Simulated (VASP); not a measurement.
# K3AlO2 (R-3m) in VASP: relaxation of cell and atoms with PBE

Aim: the relaxation of cell and atoms of K3AlO2 with PBE.

Program: VASP 6.6.1. These are calculated values, not measurements. Logs are shortened: lines on timing, memory, paths and dates and some standing lists are left out, and cuts for length are marked.

**1. The cell of the first run**

It takes space group R-3m (No. 166, trigonal). The conventional cell has a = 6.591 Å, b = 6.591 Å, c = 10.998 Å, α = 90.00°, β = 90.00°, γ = 120.00°. K (site symmetry 2/m) has 2 O at 2.25 Å within 3.0 Å. Within 3.3 Å of Al (site symmetry -3m) lie 2 O at 2.47 Å and 6 K at 3.30 Å. O (site symmetry 3m) has 3 K at 2.25 Å and 1 Al at 2.47 Å within 3.0 Å.

The cell was built from a structure type or drawn by symmetry, and may not be a known phase.

**2. Relaxation of cell and atoms, PBE**

Input file INCAR:

```
SYSTEM = K3AlO2
PREC = Accurate
ENCUT = 910
EDIFF = 1E-7
ISMEAR = 0
SIGMA = 0.1
LREAL = .False.
LASPH = .True.
NELM = 120
ALGO = Normal
ISIF = 3
LWAVE = .False.
LCHARG = .False.
GGA = PE
IBRION = 2
NSW = 90
EDIFFG = -0.04
GGA_COMPAT = .False.
NELMIN = 4
```

Input file KPOINTS:

```
Automatic mesh
0
Gamma
  3 3 3
  0 0 0
```

Input file POSCAR:

```
K3AlO2
1.0
    3.2952719300      1.9025261400      3.6659058000
   -3.2952719300      1.9025261400      3.6659058000
    0.0000000000     -3.8050522700      3.6659058000
K Al O
3 1 2
Direct
    0.0000000000      0.0000000000      0.5000000000
    0.5000000000      0.0000000000      0.0000000000
    0.0000000000      0.5000000000      0.0000000000
    0.5000000000      0.5000000000      0.5000000000
    0.2756678600      0.2756678600      0.2756678600
    0.7243321400      0.7243321400      0.7243321400
```

Potentials or basis: VASP PAW PBE potentials, release 64 (K_sv, Al, O_h).

Run with:

```bash
> cat potpaw_PBE.64/K_sv/POTCAR potpaw_PBE.64/Al/POTCAR potpaw_PBE.64/O_h/POTCAR > POTCAR
> mpirun -np 1 vasp_std > vasp.out
```

OUTCAR:

```text
SYSTEM = K3AlO2
   PREC = Accurate
   ENCUT = 910
   EDIFF = 1E-7
   ISMEAR = 0
   LREAL = .False.
   LASPH = .True.
   NELM = 120
   ISIF = 3
   GGA = PE
   IBRION = 2
   NSW = 90
   EDIFFG = -0.04
   NELMIN = 4

 ion  position               nearest neighbor table
   1  0.000  0.000  0.500-   5 2.25   6 2.25   4 3.30   4 3.30   3 3.30   2 3.30   2 3.30   3 3.30

   2  0.500  0.000  0.000-   5 2.25   6 2.25   3 3.30   3 3.30   1 3.30   4 3.30   1 3.30   4 3.30

   3  0.000  0.500  0.000-   5 2.25   6 2.25   2 3.30   2 3.30   1 3.30   1 3.30   4 3.30   4 3.30

   4  0.500  0.500  0.500-   1 3.30   1 3.30   2 3.30   2 3.30   3 3.30   3 3.30
   5  0.276  0.276  0.276-   2 2.25   3 2.25   1 2.25
   6  0.724  0.724  0.724-   2 2.25   3 2.25   1 2.25

  LATTYP: Found a trigonal (rhomboedric) cell.
 ALAT       =     5.2836813057
 COS(alpha) =     0.2220722129

  Lattice vectors:

 A1 = (   3.2952719300,   1.9025261400,   3.6659058000)
 A2 = (  -3.2952719300,   1.9025261400,   3.6659058000)
 A3 = (   0.0000000000,  -3.8050522700,   3.6659058000)

Analysis of symmetry for initial positions (statically):
=====================================================================
 Subroutine PRICEL returns:
 Original cell was already a primitive cell.

 Routine SETGRP: Setting up the symmetry group for a
 trigonal (rhombohedral) supercell.

 Subroutine GETGRP returns: Found 12 space group operations
 (whereof 12 operations were pure point group operations)
 out of a pool of 12 trial point group operations.

The static configuration has the point symmetry D_3d.

Analysis of symmetry for dynamics (positions and initial velocities):
=====================================================================
 Subroutine PRICEL returns:
 Original cell was already a primitive cell.

 Routine SETGRP: Setting up the symmetry group for a
 trigonal (rhombohedral) supercell.

 Subroutine GETGRP returns: Found 12 space group operations
 (whereof 12 operations were pure point group operations)
 out of a pool of 12 trial point group operations.

The dynamic configuration has the point symmetry D_3d.

 Subroutine INISYM returns: Found 12 space group operations
 (whereof 12 operations are pure point group operations),
 and found     1 'primitive' translations

----------------------------------------------------------------------------------------

                                     Primitive cell

  volume of cell :     137.8969

  direct lattice vectors                    reciprocal lattice vectors
     3.295271930  1.902526140  3.665905800     0.151732546  0.087602826  0.090927959
    -3.295271930  1.902526140  3.665905800    -0.151732546  0.087602826  0.090927959
     0.000000000 -3.805052270  3.665905800     0.000000000 -0.175205653  0.090927959

  length of vectors
     5.283681306  5.283681306  5.283681303     0.197395325  0.197395325  0.197395325

  position of ions in fractional coordinates (direct lattice)
     0.000000000  0.000000000  0.500000000
     0.500000000  1.000000000  0.000000000
     1.000000000  0.500000000  0.000000000
     0.500000000  0.500000000  0.500000000
     0.275667860  0.275667860  0.275667860
     0.724332140  0.724332140  0.724332140

  ion indices of the primitive-cell ions
   primitive index   ion index
                 1           1
                 2           2
                 3           3
                 4           4
                 5           5
                 6           6

----------------------------------------------------------------------------------------

 KPOINTS: Automatic mesh

Automatic generation of k-mesh.
 Grid dimensions read from file:
 generate k-points for:    3    3    3

 Generating k-lattice:

  Cartesian coordinates                     Fractional coordinates (reciprocal lattice)
     0.050577515  0.029200942  0.030309320     0.333333333  0.000000000  0.000000000
    -0.050577515  0.029200942  0.030309320     0.000000000  0.333333333  0.000000000
     0.000000000 -0.058401884  0.030309320     0.000000000  0.000000000  0.333333333

  Length of vectors
     0.065798442  0.065798442  0.065798442

  Shift w.r.t. Gamma in fractional coordinates (k-lattice)
     0.000000000  0.000000000  0.000000000

 Subroutine IBZKPT returns following result:
 ===========================================

 Found      6 irreducible k-points:

 Following reciprocal coordinates:
            Coordinates               Weight
  0.000000  0.000000  0.000000      1.000000
  0.333333 -0.000000  0.000000      6.000000
  0.333333  0.333333  0.000000      6.000000
 -0.333333  0.333333  0.000000      6.000000
  0.333333  0.333333  0.333333      2.000000
 -0.333333  0.333333  0.333333      6.000000
   k-points           NKPTS =      6   k-points in BZ     NKDIM =      6   number of bands    NBANDS=     25
   number of dos      NEDOS =    301   number of ions     NIONS =      6
   total plane-waves  NPLWV = 157464
   dimension x,y,z NGX =    54 NGY =   54 NGZ =   54
   dimension x,y,z NGXF=   108 NGYF=  108 NGZF=  108
   ions per type =               3   1   2
   NGX,Y,Z   is equivalent  to a cutoff of  16.99, 16.99, 16.99 a.u.
   NGXF,Y,Z  is equivalent  to a cutoff of  33.98, 33.98, 33.98 a.u.
 SYSTEM =  K3AlO2
   PREC   = accura    normal or accurate (medium, high low for compatibility)
   ISTART =      0    job   : 0-new  1-cont  2-samecut
   ICHARG =      2    charge: 1-file 2-atom 10-const
   ISPIN  =      1    spin polarized calculation?
   LNONCOLLINEAR =      F non collinear calculations
   LSORBIT =      F    spin-orbit coupling
   LASPH  =      T    aspherical Exc in radial PAW
   ENCUT  =  910.0 eV  66.88 Ry    8.18 a.u.  13.00 13.00 13.00*2*pi/ulx,y,z
   NELM   =    120;   NELMIN=  4; NELMDL= -5     # of ELM steps
   EDIFF  = 0.1E-06   stopping-criterion for ELM
   LREAL  =      F    real-space projection
   EDIFFG = -.4E-01   stopping-criterion for IOM
   NSW    =     90    number of steps for IOM
   IBRION =      2    ionic relax: 0-MD 1-quasi-New 2-CG
   NFREE  =      1    steps in history (QN), initial steepest desc. (CG)
   ISIF   =      3    stress and relaxation
   ISYM   =      2    0-nonsym 1-usesym 2-fastsym
   POTIM  = 0.5000    time-step for ionic-motion
   TEBEG  =    0.0;   TEEND  =   0.0 temperature during run
   PSTRESS=    0.0 pullay stress
   NELECT =      42.0000    total number of electrons
   NUPDOWN=      -1.0000    fix difference up-down
   EMIN   =  10.00;   EMAX   =-10.00  energy-range for DOS
   EFERMI =   0.00;   METHOD = LEGACY
   ISMEAR =     0;   SIGMA  =   0.10  broadening in eV -4-tet -1-fermi 0-gaus
   EFERMI_NEDOS =   21; number of points for ismear=-14 and -15
   IALGO  =     38    algorithm
   IMIX   =      4    mixing-type and parameters
     AMIX     =   0.40;   BMIX     =  1.00
     AMIX_MAG =   1.60;   BMIX_MAG =  1.00
  volume/ion in A,a.u.               =      22.98       155.10
  Fermi-wavevector in a.u.,A,eV,Ry     =   1.101471  2.081479 16.507114  1.213239
  Thomas-Fermi vector in A             =   2.237899
   LORBIT       =      0    0 simple, 1 ext, 2 COOP (PROOUT), +10 PAW based schemes
   GGA     = PE    functional components
   LHFCALC =     F    Hartree Fock is set to
   AEXX    =    0.0000 exact exchange contribution
   IVDW    =     0    specifies the selected vdW correction
   LEPSILON=     F    determine dielectric tensor
   LRPA    =     F    only Hartree local field effects (RPA)
 conjugate gradient relaxation of ions
 non-spin polarized calculation
 Gauss-broadening in eV      SIGMA  =   0.10
  energy-cutoff  :      910.00
  volume of cell :      137.90
 maximum number of plane-waves:      8616
 NGX is ok and might be reduce to    54
   NGX = 25   NGY = 25   NGZ = 25

--------------------------------------- Ionic step        1  -------------------------------------------

 number of electron      42.0000001 magnetization

 Free energy of the ion-electron system (eV)
  ---------------------------------------------------
  ext. energy  EPLUGINS =         0.00000000
  ---------------------------------------------------
  free energy    TOTEN  =       -17.98699206 eV

  energy without entropy =      -17.98699206  energy(sigma->0) =      -17.98699206

------------------------ aborting loop because EDIFF is reached ----------------------------------------

  FORCE on cell =-STRESS in cart. coord.  units (eV):
  Direction    XX          YY          ZZ          XY          YZ          ZX
  --------------------------------------------------------------------------------------
  -------------------------------------------------------------------------------------
  Total       13.8748666     13.8748666     -3.9972293      0.0000000     -0.0000000      0.0000000
  in kB      161.2073937    161.2073938    -46.4424583      0.0000000     -0.0000000      0.0000000
  external PRESSURE =      91.9907764 kB  Pullay stress =       0.0000000 kB
[... 101 lines left out ...]
  FREE ENERGIE OF THE ION-ELECTRON SYSTEM (eV)
  ---------------------------------------------------
  free  energy   TOTEN  =       -22.2380459929 eV

  energy  without entropy=      -22.2380454443  energy(sigma->0) =      -22.23804572

[... ionic steps 4 to 15 ...]

--------------------------------------- Ionic step       16  -------------------------------------------

 number of electron      41.9999994 magnetization

------------------------ aborting loop because EDIFF is reached ----------------------------------------

  FORCE on cell =-STRESS in cart. coord.  units (eV):
  Direction    XX          YY          ZZ          XY          YZ          ZX
  --------------------------------------------------------------------------------------
  -------------------------------------------------------------------------------------
  Total       -0.0529064     -0.0529064      0.4646776      0.0000000      0.0000000      0.0000000
  in kB       -0.5246137     -0.5246137      4.6076850      0.0000000      0.0000000      0.0000000
  external PRESSURE =       1.1861525 kB  Pullay stress =       0.0000000 kB
[... 65 lines left out ...]
  energy  without entropy=      -23.4485216949  energy(sigma->0) =      -23.44853091

--------------------------------------- Ionic step       18  -------------------------------------------

 number of electron      42.0000000 magnetization

 Free energy of the ion-electron system (eV)
  ---------------------------------------------------
  ext. energy  EPLUGINS =         0.00000000
  ---------------------------------------------------
  free energy    TOTEN  =       -23.45293324 eV

  energy without entropy =      -23.45290052  energy(sigma->0) =      -23.45291688

 E-fermi :   2.0719     XC(G=0):  -7.6192

 val. band max:        1.8142139508   @ k =  -0.3333   0.3333   0.3333
 cond. band min:       2.3296781293   @ k =   0.3333  -0.0000   0.0000
 fundamental gap:      0.5154641785
 Fermi energy:         2.0719424958

 k-point     1 :       0.0000    0.0000    0.0000
  band No.  band energies     occupation
      1     -29.5524      2.00000
      2     -29.4980      2.00000
      3     -29.4980      2.00000
      4     -16.3191      2.00000
      5     -16.2411      2.00000
      6     -13.3037      2.00000
[... 190 lines left out ...]
  FREE ENERGIE OF THE ION-ELECTRON SYSTEM (eV)
  ---------------------------------------------------
  free  energy   TOTEN  =       -23.4529332380 eV

  energy  without entropy=      -23.4529005227  energy(sigma->0) =      -23.45291688

 reached required accuracy - stopping structural energy minimisation
```

Wall time 11 min (1 thread of AMD EPYC 9R45 (Zen 5), shared host); peak memory 0.41 GiB.

What came out:

```yaml
Free_energy: -23.4529 eV
Relaxed_volume: 27.10 Å³/atom
Relaxed_cell: a = 5.459 Å, b = 5.459 Å, c = 5.459 Å, α = 89.17°, β = 89.17°, γ = 89.17°
Space_group_after_relaxing_to_0.1_Å: R-3m (No. 166)
Energy_gained_by_relaxing: 911.0 meV/atom
Ionic_steps: 18
Pressure_after_relaxing: 0.0 GPa
Largest_force_after_relaxing: 0.004 eV/Å
Band_gap_on_the_k_mesh: 0.52 eV (least direct gap 0.76 eV)
```

Forces on the atoms (eV/Å):
```
K    0.000  0.000  0.000
K    0.000  0.000  0.000
K    0.000  0.000  0.000
Al   0.000  0.000  0.000
O    0.000  0.000  0.004
O    0.000  0.000 -0.004
```

Step by step:
```csv
step,energy change (eV),largest force (eV/Å),pressure (GPa),volume (Å³)
1,0.0000,4.2903,9.20,137.90
2,-3.2491,2.7034,-1.98,164.90
3,-4.2511,2.4719,-5.47,184.38
4,-3.3976,2.2270,-5.66,224.52
5,-4.3785,2.3595,-6.21,191.20
6,-3.2748,10.9930,8.67,166.53
7,-4.8517,2.0086,-5.36,185.63
8,-5.1455,1.3198,-4.31,181.99
9,-5.2631,0.9975,-1.44,176.01
10,-5.2896,0.0475,-2.67,178.14
11,-5.2915,0.1245,-2.46,177.75
12,-5.4441,0.2354,-0.92,166.26
13,-5.4548,0.3537,-0.38,162.73
14,-5.4549,0.3638,-0.33,162.44
15,-5.4527,0.3145,0.69,160.57
16,-5.4594,0.0701,0.12,161.58
17,-5.4615,0.0550,0.09,161.84
18,-5.4659,0.0040,0.00,162.62
```

Final structure:
```xyz
6
Lattice="3.8318 2.2123 3.1973 -3.8318 2.2123 3.1973 0.0000 -4.4246 3.1973" Properties=species:S:1:pos:R:3 pbc="T T T"
K     0.0000   -2.2123    1.5986
K     1.9159    1.1062    1.5986
K    -1.9159    1.1062    1.5986
Al    0.0000    0.0000    4.7959
O     0.0000    0.0000    3.0916
O     0.0000    0.0000    6.5003
```

Caveat: the cutoff is under 1.25 times the usual one of these potentials, so pressure, stress and relaxed cells hold a basis-set (Pulay) error; the volume moved by over 15 % at a fixed basis, so the end points are rough; an odd mesh through Γ misses points on the zone boundary, where band edges can lie.
